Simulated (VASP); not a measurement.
Wanted: the native input for a VASP 6.6.1 run.

```
Task                   : single point
Functional             : r2SCAN
Potentials or basis    : VASP PAW PBE potentials, release 64 (Zn, Se)
Cutoff                 : 520 eV
k mesh                 : 6 × 6 × 6
Occupations            : gaussian, width 0.1 eV
Spin                   : no spin polarisation
Dipole correction      : no
Further INCAR settings : ALGO = Normal; EDIFF = 1e-06; NBANDS = 16
```

ZnSe:

```xyz
2
Lattice="0.0000 2.8324 2.8324 2.8324 0.0000 2.8324 2.8324 2.8324 0.0000" Properties=species:S:1:pos:R:3 pbc="T T T"
Zn    0.0000    0.0000    0.0000
Se    1.4162    1.4162    1.4162
```

These files were run (other wordings do the same):

POSCAR

```
ZnSe
1.0
    0.0000000000      2.8324425400      2.8324425400
    2.8324425400      0.0000000000      2.8324425400
    2.8324425400      2.8324425400      0.0000000000
Zn Se
1 1
Direct
    0.0000000000      0.0000000000      0.0000000000
    0.2500000000      0.2500000000      0.2500000000
```

INCAR.step1

```
ALGO = Normal ; EDIFF = 1E-4
ENCUT = 520 ; GGA = PE
ISMEAR = 0 ; LASPH = True
LCHARG = False ; LREAL = False
LWAVE = True ; NBANDS = 16
NELM = 80 ; PREC = Accurate
SIGMA = 0.1
```

INCAR.step2

```
ALGO = Normal ; EDIFF = 1E-6
ENCUT = 520 ; ISIF = 2
ISMEAR = 0 ; ISTART = 1
LASPH = True ; LCHARG = True
LELF = True ; LMIXTAU = True
LREAL = False ; LVHAR = True
LWAVE = False ; METAGGA = R2SCAN
NBANDS = 16 ; NELM = 80
PREC = Accurate ; SIGMA = 0.1
```

KPOINTS

```
k-points
0
Gamma
  6 6 6
```

Potentials or basis: VASP PAW PBE potentials, release 64 (Zn, Se).

Launch:

```bash
$ cat potpaw_PBE.64/Zn/POTCAR potpaw_PBE.64/Se/POTCAR > POTCAR
$ cp INCAR.step1 INCAR
$ mpirun -np 1 vasp_std > vasp.out
$ cp INCAR.step2 INCAR
$ mpirun -np 1 vasp_std > vasp.out
```

It gave:

```yaml
Pressure: 0.1 GPa
Band_gap_on_the_k_mesh: 1.87 eV
```

Caveat: the PAW data sets were made with another functional, which shifts forces and pressure a little.

Wall time 3.6 min on 1 thread of AMD EPYC 7571, with other jobs on the host, peak memory 0.14 GiB.
